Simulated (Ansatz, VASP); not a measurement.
# One calculation of Al3GaO6, two programs

```xyz
10
Lattice="-2.4356 4.2186 0.0000 -4.8712 0.0000 0.0000 -2.4356 1.4062 4.4147" Properties=species:S:1:pos:R:3 pbc="T T T"
Al   -7.3068    4.2186    1.9597
Al   -4.8712    2.8124    0.2676
Al   -2.4356    1.4062    2.4145
Ga   -4.8712    2.8124    4.0803
O    -5.6576    1.2305    3.3090
O    -5.8479    4.2843    3.3090
O    -3.1081    2.9222    3.3090
O    -4.1282    4.3021    1.1415
O    -3.9525    1.4240    1.1415
O    -6.5328    2.7109    1.1415
```

Alike in both runs: task single point; functional PBE; k mesh 4 × 4 × 4; occupations gaussian, width 0.1 eV; no spin polarisation.

```csv
,VASP,Ansatz
version,VASP 6.6.1,Ansatz 0.2.0
potentials or method,"VASP PAW PBE potentials, release 64 (Al, Ga_d, O), cutoff 600 eV","scalar-relativistic, plane waves, PAW"
valence electrons in the cell,58,58
```

|  | VASP | Ansatz | Ansatz less VASP |
| --- | --- | --- | --- |
| gap on the k mesh at the Fermi level (eV) | 4.62 | 4.63 | +0.006 |
| least direct gap on the mesh (eV) | 4.63 | 4.63 | +0.005 |
| pressure (GPa) | -0.2 | 0.0 | +0.20 |
| rms of the force components (eV/Å) | 0.019 | 0.003 | -0.0161 |

Atom by atom the forces differ by 0.018 eV/Å (rms over components).
